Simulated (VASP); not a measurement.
A run of VASP 6.6.1 is set up as follows.

The input INCAR:

```
SYSTEM = Al16As15
PREC = Accurate
ENCUT = 450
EDIFF = 1E-7
ISMEAR = 0
SIGMA = 0.01
LREAL = Auto
LASPH = .TRUE.
NELM = 120
ALGO = Normal
ISIF = 2
LWAVE = .FALSE.
LCHARG = .FALSE.
GGA = PE
IBRION = 2
NSW = 65
EDIFFG = -0.025
NELECT = 120.0
GGA_COMPAT = .FALSE.
NELMIN = 4
KPAR = 2
NCORE = 2
```

KPOINTS

```
Automatic mesh
0
Gamma
  2 2 2
  0.5 0.5 0.5
```

POSCAR

```
Al16As15
1.0
   -5.7279123634      5.7279123634      5.7279123634
    5.7279123634     -5.7279123634      5.7279123634
    5.7279123634      5.7279123634     -5.7279123634
Al As
16 15
Direct
    0.4729371963      0.0000000000      0.5000000000
    0.4979242699      0.2484562783      0.2479242699
    0.5015437217      0.4994679916     -0.0005320084
    0.7500000000      0.7229371963      0.5000000000
    0.4979242699      0.7479242699      0.7484562783
    0.7500000000      0.0000000000      0.2229371963
    0.7500000000      0.2520757301      0.0005320084
    0.0020757301      0.5005320084      0.5000000000
    0.7500000000      0.5005320084      0.7520757301
   -0.0015437217      0.7479242699      0.2479242699
    0.0020757301      0.0000000000      0.0005320084
    0.2505320084      0.2520757301      0.5000000000
    0.0270628037      0.2770628037      0.7770628037
    0.2494679916      0.4994679916      0.2515437217
    0.2494679916      0.7515437217     -0.0005320084
    0.2505320084      0.0000000000      0.7520757301
    0.7500000000      0.2536126331      0.2522031923
    0.7500000000      0.5000000000      0.0000000000
    0.0036126331      0.7522031923      0.5000000000
    0.7500000000      0.7522031923      0.7536126331
    0.0036126331      0.0000000000      0.2522031923
   -0.0022031923      0.2477968077      0.0014094408
    0.2500000000      0.5000000000      0.5000000000
   -0.0022031923      0.5014094408      0.7477968077
    0.2485905592      0.7463873669      0.2463873669
    0.2500000000      0.0000000000      0.0000000000
    0.5022031923      0.2536126331      0.5000000000
    0.2514094408      0.2477968077      0.7477968077
    0.4963873669      0.4985905592      0.2463873669
    0.4963873669      0.7463873669     -0.0014094408
    0.5022031923      0.0000000000      0.7536126331
```

Potentials or basis: VASP PAW PBE potentials, release 64 (Al, As).

Command:

```bash
$ cat potpaw_PBE.64/Al/POTCAR potpaw_PBE.64/As/POTCAR > POTCAR
$ mpirun -np 4 vasp_std > vasp.out
```

Task: Estimate the energy gained by relaxing.

Result: 14.6 meV/atom.

Final structure:
```yaml
crystal:
  lattice:
    - [-5.72791, 5.72791, 5.72791]
    - [5.72791, -5.72791, 5.72791]
    - [5.72791, 5.72791, -5.72791]
  atoms:
    - { symbol: Al, position: [0.44390, 0.00000, 0.50000] }
    - { symbol: Al, position: [0.49515, 0.24674, 0.24515] }
    - { symbol: Al, position: [0.50326, 0.49841, 0.99841] }
    - { symbol: Al, position: [0.75000, 0.69390, 0.50000] }
    - { symbol: Al, position: [0.49515, 0.74515, 0.74674] }
    - { symbol: Al, position: [0.75000, 0.00000, 0.19390] }
    - { symbol: Al, position: [0.75000, 0.25485, 0.00159] }
    - { symbol: Al, position: [0.00485, 0.50159, 0.50000] }
    - { symbol: Al, position: [0.75000, 0.50159, 0.75485] }
    - { symbol: Al, position: [0.99674, 0.74515, 0.24515] }
    - { symbol: Al, position: [0.00485, 0.00000, 0.00159] }
    - { symbol: Al, position: [0.25159, 0.25485, 0.50000] }
    - { symbol: Al, position: [0.05610, 0.30610, 0.80610] }
    - { symbol: Al, position: [0.24841, 0.49841, 0.25326] }
    - { symbol: Al, position: [0.24841, 0.75326, 0.99841] }
    - { symbol: Al, position: [0.25159, 0.00000, 0.75485] }
    - { symbol: As, position: [0.75000, 0.25632, 0.25308] }
    - { symbol: As, position: [0.75000, 0.50000, 0.00000] }
    - { symbol: As, position: [0.00632, 0.75308, 0.50000] }
    - { symbol: As, position: [0.75000, 0.75308, 0.75631] }
    - { symbol: As, position: [0.00632, 0.00000, 0.25308] }
    - { symbol: As, position: [0.99692, 0.24692, 0.00323] }
    - { symbol: As, position: [0.25000, 0.50000, 0.50000] }
    - { symbol: As, position: [0.99692, 0.50323, 0.74692] }
    - { symbol: As, position: [0.24677, 0.74369, 0.24368] }
    - { symbol: As, position: [0.25000, 0.00000, 0.00000] }
    - { symbol: As, position: [0.50308, 0.25632, 0.50000] }
    - { symbol: As, position: [0.25323, 0.24692, 0.74692] }
    - { symbol: As, position: [0.49368, 0.49677, 0.24368] }
    - { symbol: As, position: [0.49368, 0.74369, 0.99677] }
    - { symbol: As, position: [0.50308, 0.00000, 0.75631] }
```

Caveat: the cell carries a net charge on a neutralising background, which shifts energy and pressure; the cell differs from its parent crystal (atoms taken out).
